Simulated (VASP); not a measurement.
Set up this calculation in VASP 6.6.1, as the native input.

```yaml
Task: single point
Functional: LDA
Potentials_or_basis: VASP PAW LDA potentials, release 64 (Sr_sv, Ti_sv, O)
Cutoff: 600 eV
k_mesh: 6 × 6 × 6
Occupations: gaussian, width 0.03 eV
Spin: no spin polarisation
Dipole_correction: no
Further_INCAR_settings: ALGO = Normal; EDIFF = 1e-06; NBANDS = 28
```

The structure of SrTiO3 lies in POSCAR:

```
SrTiO3
1.0
    3.9050000000      0.0000000000      0.0000000000
    0.0000000000      3.9050000000      0.0000000000
    0.0000000000      0.0000000000      3.9050000000
Sr Ti O
1 1 3
Direct
    0.0000000000      0.0000000000      0.0000000000
    0.5000000000      0.5000000000      0.5000000000
    0.5000000000      0.5000000000      0.0000000000
    0.5000000000      0.0000000000      0.5000000000
    0.0000000000      0.5000000000      0.5000000000
```

The input as run:

INCAR

```
ALGO = Normal
EDIFF = 1E-6
ENCUT = 600
GGA_COMPAT = F
ISIF = 2
ISMEAR = 0
LASPH = T
LCHARG = F
LREAL = F
LWAVE = F
NBANDS = 28
NELM = 120
PREC = Accurate
SIGMA = 0.03
```

KPOINTS

```
k-points
0
Gamma
  6 6 6
```

Potentials or basis: VASP PAW LDA potentials, release 64 (Sr_sv, Ti_sv, O).

Command:

```console
$ cat potpaw_LDA.64/Sr_sv/POTCAR potpaw_LDA.64/Ti_sv/POTCAR potpaw_LDA.64/O/POTCAR > POTCAR
$ mpirun -np 1 vasp_std > vasp.out
```

It gave:

The pressure is -6.5 GPa and the band gap on the k mesh is 1.75 eV, indirect (least direct gap 2.11 eV).

Run time: 20 s on 1 thread of Intel(R) Xeon(R) Platinum 8488C (Sapphire Rapids), with other jobs on the host, peak memory 0.18 GiB.
